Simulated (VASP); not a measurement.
Here is a VASP 6.6.1 calculation.

The input INCAR:

```
SYSTEM = ZrInS3
PREC = Accurate
ENCUT = 600
EDIFF = 1E-6
ISMEAR = 0
SIGMA = 0.1
LREAL = .FALSE.
LASPH = .TRUE.
NELM = 150
ALGO = Fast
ISIF = 3
LWAVE = .FALSE.
LCHARG = .FALSE.
ISPIN = 2
MAGMOM = 1.11 0 0 0 0
LORBIT = 11
LMAXMIX = 4
GGA = PE
IBRION = 2
NSW = 100
EDIFFG = -0.01
```

Contents of KPOINTS:

```
Automatic mesh
0
G
  8 8 8
  0 0 0
```

The input POSCAR:

```
ZrInS3
1.0
    4.8877542145      0.0000000000      0.0000000000
    0.0000000000      4.8877542145      0.0000000000
    0.0000000000      0.0000000000      4.8877542145
Zr In S
1 1 3
Direct
    0.5000000000      0.5000000000      0.5000000000
    0.0000000000      0.0000000000      0.0000000000
    0.5000000000      0.0000000000      0.0000000000
    0.0000000000      0.5000000000      0.0000000000
    0.0000000000      0.0000000000      0.5000000000
```

Potentials or basis: VASP PAW PBE potentials, release 64 (Zr_sv, In_d, S).

Command:

```bash
$ cat potpaw_PBE.64/Zr_sv/POTCAR potpaw_PBE.64/In_d/POTCAR potpaw_PBE.64/S/POTCAR > POTCAR
$ mpirun -np 1 vasp_std > vasp.out
```

Task: Estimate the relaxed volume.

Result: 23.54 Å³/atom.

Task: Predict the net moment.

Result: 0.89 μB per cell.

Final structure:
```xyz
5
Lattice="4.9010 0.0000 0.0000 0.0000 4.9010 0.0000 0.0000 0.0000 4.9010" Properties=species:S:1:pos:R:3 pbc="T T T"
Zr    2.4505    2.4505    2.4505
In    0.0000    0.0000    0.0000
S     2.4505    0.0000    0.0000
S     0.0000    2.4505    0.0000
S     0.0000    0.0000    2.4505
```

Caveat: the highest band is partly filled, so the run has too few bands.
